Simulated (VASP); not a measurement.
BeS (rocksalt type), 2 atoms in the cell. It takes space group Fm-3m (No. 225, cubic). The conventional cell has a = 3.357 Å, b = 3.357 Å, c = 3.357 Å, α = 90.00°, β = 90.00°, γ = 90.00°. Be (site symmetry m-3m) has 6 S at 1.68 Å within 2.2 Å. S (site symmetry m-3m) has 6 Be at 1.68 Å within 2.2 Å.  This cell differs from its parent crystal: volume scaled by 0.4, level accurate.

| Quantity | Value |
| --- | --- |
| Program | VASP 6.6.1 |
| Task | single point |
| Functional | LDA |
| Potentials or basis | VASP PAW LDA potentials, release 64 (Be, S) |
| Cutoff | 600 eV |
| k mesh | 17 × 17 × 17 |
| Occupations | fermi-dirac, width 0.08 eV |
| Spin | no spin polarisation |
| Dipole correction | no |
| Further INCAR settings | ALGO = Normal; EDIFF = 1e-06; NBANDS = 11 |

Potentials or basis: VASP PAW LDA potentials, release 64 (Be, S).

Run with:

```sh
$ cat potpaw_LDA.64/Be/POTCAR potpaw_LDA.64/S/POTCAR > POTCAR
$ mpirun -np 1 vasp_std > vasp.out
```

Hardware: 1 thread of Intel(R) Xeon(R) Platinum 8375C CPU @ 2.90GHz (Ice Lake), on a shared host.

Task: How long does it take, and how much memory?

Result: It took 13 s on 1 thread of Intel(R) Xeon(R) Platinum 8375C CPU @ 2.90GHz (Ice Lake) (shared host), peak memory 0.13 GiB. Counts: scf iterations 11, k points 165.
